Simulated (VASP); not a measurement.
Set up this calculation in VASP 6.6.1, as the native input.

| Quantity | Value |
| --- | --- |
| Task | single point |
| Functional | r2SCAN |
| Potentials or basis | VASP PAW PBE potentials, release 64 (V_sv) |
| Cutoff | 520 eV |
| k mesh | 15 × 15 × 15 |
| Occupations | fermi-dirac, width 1 eV |
| Spin | no spin polarisation |
| Dipole correction | no |
| Further INCAR settings | ALGO = Normal; EDIFF = 1e-06; NBANDS = 12 |

The system is V.

```
CELL_PARAMETERS angstrom
-1.49177 1.49177 1.49177
1.49177 -1.49177 1.49177
1.49177 1.49177 -1.49177
ATOMIC_POSITIONS crystal
V 0.00000 0.00000 0.00000
```

The input as run:

POSCAR

```
V
1.0
   -1.4917693513      1.4917693513      1.4917693513
    1.4917693513     -1.4917693513      1.4917693513
    1.4917693513      1.4917693513     -1.4917693513
V
1
Direct
    0.0000000000      0.0000000000      0.0000000000
```

INCAR.step1

```
PREC = Accurate
ENCUT = 520
ISMEAR = -1
SIGMA = 1.0
LREAL = F
LASPH = T
NELM = 60
NBANDS = 12
GGA = PE
ALGO = Normal
EDIFF = 1E-4
LWAVE = T
LCHARG = F
```

INCAR.step2

```
PREC = Accurate
ENCUT = 520
EDIFF = 1E-6
ISMEAR = -1
SIGMA = 1.0
LREAL = F
LASPH = T
NELM = 60
ALGO = Normal
ISIF = 2
LWAVE = F
LCHARG = F
METAGGA = R2SCAN
LMIXTAU = T
NBANDS = 12
ISTART = 1
```

KPOINTS

```
Automatic mesh
0
Gamma
  15 15 15
```

Potentials or basis: VASP PAW PBE potentials, release 64 (V_sv).

Command:

```console
$ cat potpaw_PBE.64/V_sv/POTCAR > POTCAR
$ cp INCAR.step1 INCAR
$ mpirun -np 1 vasp_std > vasp.out
$ cp INCAR.step2 INCAR
$ mpirun -np 1 vasp_std > vasp.out
```

Results of the run:

* Pressure: 26.4 GPa

Caveat: the PAW data sets were made with another functional, which shifts forces and pressure a little.

Run time: 37 s on 1 thread of AMD EPYC 9R45 96-Core Processor (Zen 5), with other jobs on the host, peak memory 0.11 GiB.
